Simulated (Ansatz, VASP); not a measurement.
## Ni3Hg in VASP and in Ansatz

```
Ni Hg
1.0
     3.77791    0.00000    0.00000
     0.00000    3.77791    0.00000
     0.00000    0.00000    3.77791
Ni Hg
3 1
Cartesian
  0.0000 1.8890 1.8890
  1.8890 0.0000 1.8890
  1.8890 1.8890 0.0000
  0.0000 0.0000 0.0000
```

Alike in both runs: task single point; functional PBEsol; k mesh 6 × 6 × 6; occupations fermi-dirac, width 0.1 eV; collinear spin.

|  | VASP | Ansatz |
| --- | --- | --- |
| version | VASP 6.6.1 | Ansatz 0.2.0 |
| potentials or method | VASP PAW PBE potentials, release 64 (Ni, Hg), cutoff 520 eV | plane waves, PAW |
| valence electrons in the cell | 42 | 74 |

Ansatz gave:

* pressure (GPa): -10.9
* net moment per atom (μB): 0.28
* size of the moment on the site where the two differ most (μB): 0.40

**Question.** What did VASP give for the same quantities?

**Answer.** Pressure (GPa): -9.8; net moment per atom (μB): 0.27; size of the moment on the site where the two differ most (μB): 0.38.

VASP's potentials were made for PBE, not for PBEsol. Site moments also hang on the region over which each program counts them. VASP's potentials hold 42 valence electrons a cell and Ansatz's 74, so a difference there can come from the potentials and not from the codes.

Spin-orbit coupling is off throughout.
